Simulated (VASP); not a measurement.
## BN: single point with PBEsol

BN:

```xyz
4
Lattice="2.4843 0.0000 0.0000 -1.2421 2.1514 0.0000 0.0000 0.0000 5.5861" Properties=species:S:1:pos:R:3 pbc="T T T"
B     0.0000    1.4343    1.3965
B     1.2421    0.7171    4.1895
N     0.0000    1.4343    4.1895
N     1.2421    0.7171    1.3965
```

```yaml
Program: VASP 6.6.1
Task: single point
Functional: PBEsol
Potentials_or_basis: VASP PAW PBE potentials, release 64 (B, N)
Cutoff: 520 eV
k_mesh: 12 × 12 × 4
Occupations: gaussian, width 0.02 eV
Spin: no spin polarisation
```

```
Pressure               : 12.3 GPa
Band gap on the k mesh : 3.91 eV, indirect (least direct gap 4.24 eV)
```

Stress tensor (GPa, compression positive):
```
12.62  0.00  0.00
 0.00 12.62  0.00
 0.00  0.00 11.78
```

Levels at points of the mesh, in eV from the valence-band top:
| k point | band 5 | band 6 | band 7 | band 8 | band 9 | band 10 | band 11 | band 12 |
| --- | --- | --- | --- | --- | --- | --- | --- | --- |
| (0.00, 0.00, 0.00) | -1.49 | -1.49 | -1.31 | -1.31 | 6.52 | 11.36 | 11.36 | 11.81 |
| (0.50, 0.00, 0.00) | -4.43 | -4.15 | -2.47 | -0.26 | 3.99 | 6.63 | 9.64 | 9.87 |
| (0.00, 0.00, 0.50) | -1.40 | -1.40 | -1.40 | -1.40 | 9.83 | 9.83 | 11.57 | 11.57 |
| (0.50, 0.00, 0.50) | -4.29 | -4.29 | -1.14 | -1.14 | 4.50 | 4.50 | 10.04 | 10.04 |

It took 10 s on 1 thread of Intel(R) Xeon(R) 6975P-C (Granite Rapids), on a shared host, peak memory 0.14 GiB.

Caveat: the PAW data sets were made with another functional, which shifts forces and pressure a little. As with any semilocal functional, this PBEsol gap is likely too small.
